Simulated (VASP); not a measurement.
Wanted: the native input for a VASP 6.6.1 run.

| Quantity | Value |
| --- | --- |
| Task | single point |
| Functional | r2SCAN |
| Potentials or basis | VASP PAW PBE potentials, release 64 (Ba_sv) |
| Cutoff | 520 eV |
| k mesh | 6 × 6 × 6 |
| Occupations | gaussian, width 0.05 eV |
| Spin | no spin polarisation |
| Dipole correction | no |
| Further INCAR settings | ALGO = Normal; EDIFF = 1e-06; NBANDS = 11 |

Ba:

```
CELL_PARAMETERS angstrom
3.99965 0.00000 0.00000
0.00000 3.99965 0.00000
0.00000 0.00000 3.60554
ATOMIC_POSITIONS crystal
Ba 0.50000 0.50000 0.50000
```

One way to write it, as run:

POSCAR

```
Ba
1.0
    3.9996500000      0.0000000000      0.0000000000
    0.0000000000      3.9996500000      0.0000000000
    0.0000000000      0.0000000000      3.6055390000
Ba
1
Direct
    0.5000000000      0.5000000000      0.5000000000
```

INCAR.step1

```
SYSTEM = Ba
PREC = Accurate
ENCUT = 520
ISMEAR = 0
SIGMA = 0.05
LREAL = .False.
LASPH = .True.
NELM = 60
NBANDS = 11
GGA = PE
ALGO = Normal
EDIFF = 1E-4
LWAVE = .True.
LCHARG = .False.
```

INCAR.step2

```
SYSTEM = Ba
PREC = Accurate
ENCUT = 520
EDIFF = 1E-6
ISMEAR = 0
SIGMA = 0.05
LREAL = .False.
LASPH = .True.
NELM = 60
ALGO = Normal
ISIF = 2
LWAVE = .False.
LCHARG = .True.
METAGGA = R2SCAN
LMIXTAU = .True.
LELF = .True.
LVHAR = .True.
NBANDS = 11
ISTART = 1
```

KPOINTS

```
Automatic mesh
0
Gamma
  6 6 6
  0 0 0
```

Potentials or basis: VASP PAW PBE potentials, release 64 (Ba_sv).

Command:

```sh
$ cat potpaw_PBE.64/Ba_sv/POTCAR > POTCAR
$ cp INCAR.step1 INCAR
$ mpirun -np 1 vasp_std > vasp.out
$ cp INCAR.step2 INCAR
$ mpirun -np 1 vasp_std > vasp.out
```

It gave:

```yaml
Pressure: 0.6 GPa
Band_gap_on_the_k_mesh: zero (band 5 reaches 2.14 eV, above the bottom of band 6 at 1.58 eV)
```

Caveat: the PAW data sets were made with another functional, which shifts forces and pressure a little; spin-orbit coupling is left out, which moves the levels of the heavy elements.

Wall time 36 s on 1 thread of Intel(R) Xeon(R) 6975P-C (Granite Rapids) (shared host), peak memory 0.17 GiB.
